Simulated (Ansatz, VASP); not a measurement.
# CrBrO: VASP beside Ansatz

File INCAR:

```
SYSTEM = CrBrO
PREC = Accurate ; ENCUT = 600
EDIFF = 1E-6 ; ISMEAR = -1
SIGMA = 0.1 ; LREAL = .False.
LASPH = .True. ; NELM = 60
ALGO = Normal ; ISIF = 3
LWAVE = .False. ; LCHARG = .False.
GGA = CA ; IBRION = 2
NSW = 60 ; EDIFFG = -0.01
```

The input KPOINTS:

```
Automatic mesh
0
Gamma
  5 6 2
  0 0 0
```

File POSCAR:

```
CrBrO
1.0
    3.8368800000      0.0000000000      0.0000000000
    0.0000000000      3.2101470000      0.0000000000
    0.0000000000      0.0000000000      8.3034740000
Cr O Br
2 2 2
Direct
    0.2500000000      0.2500000000      0.1020000000
    0.7500000000      0.7500000000      0.8980000000
    0.2500000000      0.7500000000      0.9650000000
    0.7500000000      0.2500000000      0.0350000000
    0.2500000000      0.7500000000      0.3200000000
    0.7500000000      0.2500000000      0.6800000000
```

Input for Ansatz:

```yaml
crystal:
  lattice:
    - [3.83688, 0.0, 0.0]
    - [0.0, 3.210147, 0.0]
    - [0.0, 0.0, 8.303474]
  atoms:
    - { symbol: Cr, position: [0.25, 0.25, 0.102] }
    - { symbol: Cr, position: [0.75, 0.75, 0.898] }
    - { symbol: O, position: [0.25, 0.75, 0.965] }
    - { symbol: O, position: [0.75, 0.25, 0.035] }
    - { symbol: Br, position: [0.25, 0.75, 0.32] }
    - { symbol: Br, position: [0.75, 0.25, 0.68] }
  symmetry: { tolerance: 0.0003 }
kpoints:
  mp_grid: { grid: [5, 6, 2], shift: [0, 0, 0] }
magnetization:
  spin_polarized: false
scf:
  occupations: { method: fermi_dirac }
hamiltonian:
  pseudopotentials: { kind: paw }
  xc: lda
basis:
  ecutwfc: 420
output:
  forces: true
  stress: true
  eigenvalues: true
relax:
  max_steps: 40
  cell: {}
```

Alike in both runs: task relaxation of cell and atoms; functional LDA; k mesh 5 × 6 × 2; no spin polarisation.

```csv
,VASP,Ansatz
version,VASP 6.6.1,Ansatz 0.2.0
potentials or method,"VASP PAW LDA potentials, release 64 (Cr_pv, O, Br), cutoff 600 eV",PAW plane waves
occupations,"fermi-dirac, width 0.1 eV",fermi-dirac
valence electrons in the cell,50,54
```

|  | VASP | Ansatz | Ansatz less VASP |
| --- | --- | --- | --- |
| gap on the k mesh at the Fermi level, each at its own relaxed structure (eV) | none | none | - |
| relaxed volume (Å³/atom) | 15.07 | 15.11 | +0.046 |
| relaxed length of the cell vector where the two differ most in proportion (Å) | 7.563 | 7.599 | +0.0368 |

LDA's correlation is that of Perdew and Zunger in VASP and of Perdew and Wang (1992) in Ansatz. A gap of «none» marks a metal or a gap that the smearing closes. VASP's potentials hold 50 valence electrons a cell and Ansatz's 54, so a difference there can come from the potentials and not from the codes.

The k mesh is coarse, so the values compare programs but aren't converged.
